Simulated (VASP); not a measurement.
# BN (Imm2) in VASP: a series of runs, part 2 of 2

VASP 6.6.1. Earlier steps stand in the parts before.

**4. Single point, r2SCAN (all N atoms moved +0.188 Å, as atom 2 along Cartesian [0 1 0])**

POSCAR

```
BN
1.0
    0.0000000000      1.8130010000      1.8130010000
    1.8130010000      0.0000000000      1.8130010000
    1.8130010000      1.8130010000      0.0000000000
B N
1 1
Direct
    0.0000000000      0.0000000000      0.0000000000
    0.8017098446      0.6982901554      0.8017098446
```

INCAR.step1

```
SYSTEM = BN
PREC     = Accurate       ! precision mode
ENCUT    = 520            ! plane-wave cutoff, eV
ISMEAR   = 0              ! smearing method
SIGMA    = 0.05           ! smearing width, eV
LREAL    = .False.        ! projectors in reciprocal space
LASPH    = .True.         ! aspherical terms in the spheres
NELM     = 60             ! most SCF steps
NBANDS   = 11             ! bands
GGA      = PE             ! functional
ALGO     = Normal         ! electronic algorithm
EDIFF    = 1E-4           ! SCF threshold, eV
LWAVE    = .True.         ! write WAVECAR
LCHARG   = .False.        ! write CHGCAR
```

INCAR.step2

```
SYSTEM = BN
PREC     = Accurate       ! precision mode
ENCUT    = 520            ! plane-wave cutoff, eV
EDIFF    = 1E-7           ! SCF threshold, eV
ISMEAR   = 0              ! smearing method
SIGMA    = 0.05           ! smearing width, eV
LREAL    = .False.        ! projectors in reciprocal space
LASPH    = .True.         ! aspherical terms in the spheres
NELM     = 60             ! most SCF steps
ALGO     = Normal         ! electronic algorithm
ISIF     = 2              ! what is computed and relaxed
LWAVE    = .False.        ! write WAVECAR
LCHARG   = .True.         ! write CHGCAR
METAGGA  = R2SCAN         ! meta-GGA
LMIXTAU  = .True.       
LELF     = .True.         ! ELF
LVHAR    = .True.       
NBANDS   = 11             ! bands
ISTART   = 1
```

KPOINTS

```
Automatic mesh
0
Gamma
  12 12 12
  0 0 0
```

Potentials or basis: VASP PAW PBE potentials, release 64 (B, N).

Run with:

```
> cat potpaw_PBE.64/B/POTCAR potpaw_PBE.64/N/POTCAR > POTCAR
> cp INCAR.step1 INCAR
> mpirun -np 1 vasp_std > vasp.out
> cp INCAR.step2 INCAR
> mpirun -np 1 vasp_std > vasp.out
```

OUTCAR:

```text
SYSTEM = BN
   PREC = Accurate
   ENCUT = 520
   EDIFF = 1E-7
   ISMEAR = 0
   LREAL = .False.
   LASPH = .True.
   NELM = 60
   ISIF = 2
   METAGGA = R2SCAN
   ISTART = 1

 ion  position               nearest neighbor table
   1  0.000  0.000  0.000-   2 1.47   2 1.47   2 1.69   2 1.69
   2  0.802  0.698  0.802-   1 1.47   1 1.47   1 1.69   1 1.69

  LATTYP: Found a face centered cubic cell.
 ALAT       =     3.6260020000

  Lattice vectors:

 A1 = (   0.0000000000,   1.8130010000,   1.8130010000)
 A2 = (   1.8130010000,   0.0000000000,   1.8130010000)
 A3 = (   1.8130010000,   1.8130010000,   0.0000000000)

Analysis of symmetry for initial positions (statically):
=====================================================================
 Subroutine PRICEL returns:
 Original cell was already a primitive cell.

 Routine SETGRP: Setting up the symmetry group for a
 face centered cubic supercell.

 Subroutine GETGRP returns: Found  4 space group operations
 (whereof  4 operations were pure point group operations)
 out of a pool of 48 trial point group operations.

[... 171 lines left out ...]
      1     -14.0813      2.00000
      2       5.1136      2.00000
      3       7.4272      2.00000
      4       8.3375      2.00000
      5      16.0435      0.00000
      6      16.0940      0.00000
      7      18.1752      0.00000
      8      18.4626      0.00000
      9      32.7603      0.00000
     10      35.0008      0.00000
     11      35.6957      0.00000
[... 309 lines left out ...]
 k-point    24 :       0.3333    0.0833    0.0000
  band No.  band energies     occupation
      1     -11.7300      2.00000
      2       0.2284      2.00000
      3       3.7127      2.00000
      4       6.1294      2.00000
      5      15.9516      0.00000
      6      18.7516      0.00000
      7      20.2807      0.00000
      8      21.4653      0.00000
      9      29.8931      0.00000
     10      33.2470      0.00000
     11      35.4557      0.00000

 [... further k-points ...]

------------------------ aborting loop because EDIFF is reached ----------------------------------------

  FORCE on cell =-STRESS in cart. coord.  units (eV):
  Direction    XX          YY          ZZ          XY          YZ          ZX
  --------------------------------------------------------------------------------------
  -------------------------------------------------------------------------------------
  Total        0.5145391      0.2281743      0.5145391      0.0000000      0.0000000      0.0994665
  in kB       69.1679462     30.6727836     69.1679462      0.0000000      0.0000000     13.3709864
  external PRESSURE =      56.3362254 kB  Pullay stress =       0.0000000 kB

 VOLUME and BASIS-vectors are now :
 -----------------------------------------------------------------------------
  energy-cutoff  :      520.00
  volume of cell :       11.92
      direct lattice vectors                 reciprocal lattice vectors
     0.000000000  1.813001000  1.813001000    -0.275785838  0.275785838  0.275785838
     1.813001000  0.000000000  1.813001000     0.275785838 -0.275785838  0.275785838
     1.813001000  1.813001000  0.000000000     0.275785838  0.275785838 -0.275785838

 POSITION                                       TOTAL-FORCE (eV/Angst)
 -----------------------------------------------------------------------------------
      0.00000      0.00000      0.00000         0.000000      4.107750      0.000000
      2.71950      2.90700      2.71950        -0.000000     -4.107750     -0.000000
 -----------------------------------------------------------------------------------
    total drift:                                0.000000      0.000223      0.000000

  FREE ENERGIE OF THE ION-ELECTRON SYSTEM (eV)
  ---------------------------------------------------
  free  energy   TOTEN  =       -18.7697545898 eV

  energy  without entropy=      -18.7697545898  energy(sigma->0) =      -18.76975459
```

OSZICAR.step1:

```text
N       E                     dE             d eps       ncg     rms          rms(c)
DAV:   1     0.106806376036E+02    0.10681E+02   -0.50547E+03  6312   0.726E+02
DAV:   2    -0.175942428046E+02   -0.28275E+02   -0.27586E+02  7383   0.165E+02
DAV:   3    -0.181169707234E+02   -0.52273E+00   -0.52187E+00  7302   0.193E+01
DAV:   4    -0.181175980686E+02   -0.62735E-03   -0.62734E-03  6571   0.748E-01
DAV:   5    -0.181175986658E+02   -0.59718E-06   -0.59718E-06  6741   0.228E-02    0.701E+00
DAV:   6    -0.171380141968E+02    0.97958E+00   -0.34051E+00  6567   0.106E+01    0.333E+00
DAV:   7    -0.170652791916E+02    0.72735E-01   -0.11579E-01  6889   0.284E+00    0.198E+00
DAV:   8    -0.170500799828E+02    0.15199E-01   -0.38394E-02  6859   0.146E+00    0.197E-01
DAV:   9    -0.170502164985E+02   -0.13652E-03   -0.12368E-03  6562   0.299E-01    0.898E-02
DAV:  10    -0.170503027988E+02   -0.86300E-04   -0.15382E-04  6687   0.105E-01
   1 F= -.17050303E+02 E0= -.17050303E+02  d E =-.908747E-14
```

It took 2.9 min on 1 thread of Intel Xeon 8259CL, shared host; peak memory 0.15 GiB.

What came out:

```
Free energy            : -18.7698 eV
Pressure               : 5.6 GPa
Largest force          : 4.108 eV/Å
Band gap on the k mesh : 3.35 eV (least direct gap 7.71 eV)
```

Forces on the atoms (eV/Å):
```
B    0.000  4.108  0.000
N    0.000 -4.108  0.000
```

Caveat: the cell differs from its parent crystal (all N atoms moved +0.188 Å, as atom 2 along Cartesian [0 1 0]); the cell stands under pressure; the PAW data sets were made with another functional, which shifts forces and pressure a little. A k mesh can miss the band edges.

**5. Overview**

```csv
cell,gap on the mesh (eV),pressure (GPa),largest force (eV/Å)
"as given, atomic positions A",1.84,42.5,6.39
"as given, atomic positions B",2.52,21.6,5.89
"as given, atomic positions C",3.35,5.6,4.11
```

Alike in all rows: task single point; level r2SCAN; potentials or basis VASP PAW PBE potentials, release 64 (B, N); no spin polarisation; k mesh 12 × 12 × 12; cutoff (eV) 520; smearing gaussian 0.05 eV.

Caveats: the cell stands under pressure; the PAW data sets were made with another functional, which shifts forces and pressure a little.

Total energies depend on the potentials used, so only differences within one code and one set of settings carry meaning.
